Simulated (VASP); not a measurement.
Wanted: the native input for a VASP 6.6.1 run.

| Property | Result |
| --- | --- |
| Task | single point |
| Functional | revPBE |
| Potentials or basis | VASP PAW PBE potentials, release 64 (Mo_sv) |
| Cutoff | 520 eV |
| k mesh | 15 × 15 × 15 |
| Occupations | fermi-dirac, width 0.1 eV |
| Spin | no spin polarisation |
| Dipole correction | no |
| Further INCAR settings | ALGO = Normal; EDIFF = 1e-06; NBANDS = 13 |

The structure of Mo lies in POSCAR:

```
Mo
1.0
    0.0000000000      1.9245532695      1.9245532695
    1.9245532695      0.0000000000      1.9245532695
    1.9245532695      1.9245532695      0.0000000000
Mo
1
Direct
    0.0000000000      0.0000000000      0.0000000000
```

This cell differs from its parent crystal: volume scaled by 0.88.

The input as run:

INCAR

```
SYSTEM = Mo
  PREC = Accurate
  ENCUT = 520
  EDIFF = 1E-6
  ISMEAR = -1
  SIGMA = 0.1
  LREAL = .False.
  LASPH = .True.
  NELM = 100
  ALGO = Normal
  ISIF = 2
  LWAVE = .False.
  LCHARG = .False.
  GGA = RE
  NBANDS = 13
```

KPOINTS

```
Automatic mesh
0
Gamma
  15 15 15
  0 0 0
```

Potentials or basis: VASP PAW PBE potentials, release 64 (Mo_sv).

Run with:

```bash
$ cat potpaw_PBE.64/Mo_sv/POTCAR > POTCAR
$ mpirun -np 1 vasp_std > vasp.out
```

It gave:

```
Pressure               : 39.3 GPa
Band gap on the k mesh : zero (band 7 reaches 18.36 eV, above the bottom of band 8 at 12.82 eV)
```

Caveat: the PAW data sets were made with another functional, which shifts forces and pressure a little.

Wall time 22 s on 1 thread of AMD EPYC 7R43 64-Core Processor (Zen 3), with other jobs on the host, peak memory 0.1 GiB.
